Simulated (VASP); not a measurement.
# NaH in VASP: notebook, part 3 of 3

VASP 6.6.1.

## Step 6: Electric field gradients, PBEsol (volume scaled by 0.96)

INCAR

```
PREC     = Accurate       # precision mode
ENCUT    = 400            # plane-wave cutoff, eV
EDIFF    = 1E-8           # SCF threshold, eV
ISMEAR   = -1             # smearing method
SIGMA    = 0.02           # smearing width, eV
LREAL    = False          # projectors in reciprocal space
LASPH    = True           # aspherical terms in the spheres
NELM     = 120            # most SCF steps
ALGO     = Normal         # electronic algorithm
ISIF     = 2              # what is computed and relaxed
LWAVE    = False          # write WAVECAR
LCHARG   = False          # write CHGCAR
GGA      = PS             # functional
LEFG     = True         
NBANDS   = 11             # bands
GGA_COMPAT= False
```

KPOINTS

```
Automatic mesh
0
Gamma
  11 11 11
```

POSCAR

```
NaH
1.0
    0.0000000000      2.3541687701      2.3541687701
    2.3541687701      0.0000000000      2.3541687701
    2.3541687701      2.3541687701      0.0000000000
Na H
1 1
Direct
    0.0000000000      0.0000000000      0.0000000000
    0.5000000000      0.5000000000      0.5000000000
```

Potentials or basis: VASP PAW PBE potentials, release 64 (Na_pv, H).

Run with:

```
cat potpaw_PBE.64/Na_pv/POTCAR potpaw_PBE.64/H/POTCAR > POTCAR
mpirun -np 1 vasp_std > vasp.out
```

OUTCAR:

```text
PREC = Accurate
   ENCUT = 400
   EDIFF = 1E-8
   ISMEAR = -1
   LREAL = False
   LASPH = True
   NELM = 120
   ISIF = 2
   GGA = PS

 ion  position               nearest neighbor table
   1  0.000  0.000  0.000-
   2  0.500  0.500  0.500-

  LATTYP: Found a face centered cubic cell.
 ALAT       =     4.7083375402

  Lattice vectors:

 A1 = (   0.0000000000,   2.3541687701,   2.3541687701)
 A2 = (   2.3541687701,   0.0000000000,   2.3541687701)
 A3 = (   2.3541687701,   2.3541687701,   0.0000000000)
[... 545 lines left out ...]

  FREE ENERGIE OF THE ION-ELECTRON SYSTEM (eV)
  ---------------------------------------------------
  free  energy   TOTEN  =        -5.0766054992 eV

  energy  without entropy=       -5.0766054992  energy(sigma->0) =       -5.07660550

 Electric field gradients (V/A^2)
---------------------------------------------------------------------
 ion       V_xx      V_yy      V_zz      V_xy      V_xz      V_yz
---------------------------------------------------------------------
   1       0.000     0.000     0.000    -0.002    -0.002    -0.002
   2      -0.000    -0.000    -0.000    -0.002    -0.002    -0.002
---------------------------------------------------------------------

 Electric field gradients after diagonalization (V/A^2)
 (convention: |V_zz| > |V_xx| > |V_yy|)
----------------------------------------------------------------------
 ion       V_xx      V_yy      V_zz     asymmetry (V_yy - V_xx)/ V_zz
----------------------------------------------------------------------
   1       0.002     0.002    -0.004       0.000
   2       0.002     0.002    -0.003       0.000
----------------------------------------------------------------------

           NMR quadrupolar parameters

 Cq : quadrupolar parameter    Cq=e*Q*V_zz/h
 eta: asymmetry parameters     (V_yy - V_xx)/ V_zz
 Q  : nuclear electric quadrupole moment in mb (millibarn)
----------------------------------------------------------------------
 ion       Cq(MHz)       eta       Q (mb)
----------------------------------------------------------------------
   1      -0.000       0.000       1.000
   2      -0.000       0.000       1.000
----------------------------------------------------------------------
```

OSZICAR:

```text
N       E                     dE             d eps       ncg     rms          rms(c)
DAV:   1     0.324189708428E+02    0.32419E+02   -0.40476E+03  1257   0.652E+02
DAV:   2    -0.445448197239E+01   -0.36873E+02   -0.36435E+02  1288   0.176E+02
DAV:   3    -0.545398585330E+01   -0.99950E+00   -0.99860E+00  1524   0.285E+01
DAV:   4    -0.545982140067E+01   -0.58355E-02   -0.58352E-02  1424   0.220E+00
DAV:   5    -0.545986861481E+01   -0.47214E-04   -0.47213E-04  1447   0.196E-01    0.296E+00
DAV:   6    -0.515988249949E+01    0.29999E+00   -0.28555E-01  1526   0.337E+00    0.140E+00
DAV:   7    -0.507448462857E+01    0.85398E-01   -0.26726E-01  1406   0.234E+00    0.320E-01
DAV:   8    -0.507658596100E+01   -0.21013E-02   -0.65019E-03  1418   0.994E-01    0.673E-02
DAV:   9    -0.507661423925E+01   -0.28278E-04   -0.56660E-04  1480   0.297E-01    0.178E-02
DAV:  10    -0.507660468686E+01    0.95524E-05   -0.33365E-05  1403   0.414E-02    0.274E-03
DAV:  11    -0.507660541905E+01   -0.73219E-06   -0.10370E-06  1447   0.572E-03    0.201E-03
DAV:  12    -0.507660548304E+01   -0.63991E-07   -0.10742E-07  1433   0.207E-03    0.173E-04
DAV:  13    -0.507660549400E+01   -0.10961E-07   -0.54491E-09  1070   0.467E-04    0.841E-05
DAV:  14    -0.507660549921E+01   -0.52105E-08   -0.14446E-10   703   0.943E-05
   1 F= -.50766055E+01 E0= -.50766055E+01  d E =-.846281E-11
```

stdout:

```text
POSCAR found type information on POSCAR NaH
 POSCAR found :  2 types and       2 ions
 scaLAPACK will be used
 -----------------------------------------------------------------------------
|                                                                             |
|                                                                             |
|     You enforced a specific xc type in the INCAR file but a different       |
|     I HOPE YOU KNOW WHAT YOU ARE DOING!                                     |
|                                                                             |
 -----------------------------------------------------------------------------

 LDA part: xc-table for (Slater+PW92), standard interpolation
 POSCAR, INCAR and KPOINTS ok, starting setup
 FFT: planning ... GRIDC
 FFT: planning ... GRID_SOFT
 FFT: planning ... GRID
 WAVECAR not read
 entering main loop
ion   1

ion   2
```

Run time: 15 s. Hardware: 1 thread of Intel Xeon 8259CL, shared host; peak memory 0.14 GiB.

What came out:

- Free energy: -5.0766 eV
- Pressure: 0.9 GPa
- Band gap on the k mesh: 3.90 eV, indirect (least direct gap 4.73 eV)

Caveat: without QUAD_EFG the Cq values of the log hold for a quadrupole moment of 1 mb, not for the nuclei; the PAW data sets were made with another functional, which shifts forces and pressure a little. A k mesh can miss the band edges.

## Step 7: Summary

```tsv
cell	cutoff (eV)	gap on the mesh (eV)	pressure (GPa)
a = 3.375 Å, angles 60.0°, 2 atoms	520	3.83	0.3
a = 3.367, b = 3.367, c = 3.392 Å, angles 59.8, 59.8, 60.5°, 2 atoms	520	3.82	0.3
a = 3.409 Å, angles 58.7°, 2 atoms	520	3.64	0.3
a = 3.329 Å, angles 60.0°, 2 atoms	400	3.90	0.9
```

Some of these runs hold the atoms at other places in the same cell, which the table doesn't show; runs alike in all that it shows share one row.

Alike in all rows: task electric field gradients; level PBEsol; potentials or basis VASP PAW PBE potentials, release 64 (Na_pv, H); no spin polarisation; k mesh 11 × 11 × 11; smearing fermi-dirac 0.02 eV.

Caveats: the PAW data sets were made with another functional, which shifts forces and pressure a little.

Absolute energies hang on the potentials; compare differences alone.
